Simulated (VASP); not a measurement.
Here is a VASP 6.6.1 calculation.

The input INCAR:

```
ALGO = Fast
EDIFF = 1E-6
EDIFFG = -0.005
ENCUT = 600
GGA = CA
IBRION = 2
ISIF = 3
ISMEAR = 0
LASPH = T
LCHARG = F
LREAL = F
LWAVE = F
NELM = 100
NSW = 70
PREC = Accurate
SIGMA = 0.1
```

The input KPOINTS:

```
k-points
0
Gamma
  8 8 8
```

File POSCAR:

```
BiAu2
1.0
    0.0000000000      4.0424895847      4.0424895847
    4.0424895847      0.0000000000      4.0424895847
    4.0424895847      4.0424895847      0.0000000000
Bi Au
2 4
Direct
    0.0000000000      0.0000000000      0.0000000000
    0.2500000000      0.2500000000      0.2500000000
    0.6250000000      0.6250000000      0.6250000000
    0.1250000000      0.6250000000      0.6250000000
    0.6250000000      0.6250000000      0.1250000000
    0.6250000000      0.1250000000      0.6250000000
```

Potentials or basis: VASP PAW LDA potentials, release 64 (Bi_d, Au).

Launch:

```sh
$ cat potpaw_LDA.64/Bi_d/POTCAR potpaw_LDA.64/Au/POTCAR > POTCAR
$ mpirun -np 1 vasp_std > vasp.out
```

Task: Predict the relaxed cell.

Result: a = 5.576 Å, b = 5.576 Å, c = 5.576 Å, α = 60.00°, β = 60.00°, γ = 60.00°.

Task: What does it give for the space group after relaxing (to 0.1 Å)?

Result: Fd-3m (No. 227).

Task: Estimate the relaxed volume.

Result: 20.44 Å³/atom.

Task: Predict the band gap on the k mesh.

Result: Zero (bands 37 and 38 overlap by 2.15 eV).

Final structure:
```cif
data_structure
_symmetry_space_group_name_H-M 'P 1'
_symmetry_Int_Tables_number 1
_cell_length_a 5.5764
_cell_length_b 5.5764
_cell_length_c 5.5764
_cell_angle_alpha 60.000
_cell_angle_beta 60.000
_cell_angle_gamma 60.000
_cell_volume 122.61
loop_
_atom_site_label
_atom_site_type_symbol
_atom_site_fract_x
_atom_site_fract_y
_atom_site_fract_z
_atom_site_occupancy
Bi1 Bi 0.00000 0.00000 0.00000 1
Bi2 Bi 0.25000 0.25000 0.25000 1
Au1 Au 0.62500 0.62500 0.62500 1
Au2 Au 0.12500 0.62500 0.62500 1
Au3 Au 0.62500 0.62500 0.12500 1
Au4 Au 0.62500 0.12500 0.62500 1
```

Caveat: spin-orbit coupling is left out, which moves the levels of the heavy elements. LDA usually gives volumes a few per cent too small.
